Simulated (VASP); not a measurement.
Here is a VASP 6.6.1 calculation.

File INCAR:

```
SYSTEM = SBr3
ALGO = Normal ; EDIFF = 1E-6
ENCUT = 520 ; GGA = PE
ISIF = 2 ; ISMEAR = -1
LASPH = .True. ; LCHARG = .False.
LREAL = .False. ; LWAVE = .False.
NBANDS = 22 ; NELM = 80
PREC = Accurate ; SIGMA = 0.05
```

Contents of KPOINTS:

```
k-points
0
Gamma
  10 10 10
  0 0 0
```

POSCAR

```
SBr3
1.0
   -1.9795976674      1.9795976674      8.2799086703
    1.9795976674     -1.9795976674      8.2799086703
    1.9795976674      1.9795976674     -8.2799086703
Br S
3 1
Direct
    0.5000000000      0.5000000000      0.0000000000
    0.2500000000      0.7500000000      0.5000000000
    0.7500000000      0.2500000000      0.5000000000
    0.0000000000      0.0000000000      0.0000000000
```

Potentials or basis: VASP PAW PBE potentials, release 64 (Br, S).

Run with:

```sh
$ cat potpaw_PBE.64/Br/POTCAR potpaw_PBE.64/S/POTCAR > POTCAR
$ mpirun -np 1 vasp_std > vasp.out
```

Q: Estimate the band gap on the k mesh.

A: Zero (an odd number of electrons rules out a gap without spin polarisation).

Q: Estimate the pressure.

A: -1.5 GPa.

Stress tensor (GPa, compression positive):
```
-2.34  0.00  0.00
 0.00 -2.34  0.00
 0.00  0.00  0.16
```

Caveat: an odd number of electrons without spin polarisation forces a metal; a magnetic or distorted state may lie lower.
